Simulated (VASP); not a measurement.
A run of VASP 6.6.1:

The input INCAR:

```
SYSTEM = Rh
ALGO = Normal ; EDIFF = 1E-6
ENCUT = 530 ; GGA_COMPAT = .FALSE.
ISIF = 2 ; ISMEAR = -1
LASPH = .TRUE. ; LCHARG = .FALSE.
LREAL = .FALSE. ; LWAVE = .FALSE.
NBANDS = 14 ; NELM = 120
PREC = Accurate ; SIGMA = 0.05
```

Contents of KPOINTS:

```
k-points
0
G
  12 12 12
  0 0 0
```

POSCAR

```
Rh
1.0
    0.0000000000      1.9104189093      1.9104189093
    1.9104189093      0.0000000000      1.9104189093
    1.9104189093      1.9104189093      0.0000000000
Rh
1
Direct
    0.0000000000      0.0000000000      0.0000000000
```

Potentials or basis: VASP PAW LDA potentials, release 64 (Rh_sv_GW).

Launch:

```console
$ cat potpaw_LDA.64/Rh_sv_GW/POTCAR > POTCAR
$ mpirun -np 1 vasp_std > vasp.out
```

Hardware: 1 thread of AMD EPYC 7R13 Processor (Zen 3) (shared host).

Question: How long does it take, and how much memory?

Answer: Run time: 14 s on 1 thread of AMD EPYC 7R13 Processor (Zen 3), on a shared host, peak memory 0.1 GiB. Counts: scf iterations 11, k points 72.
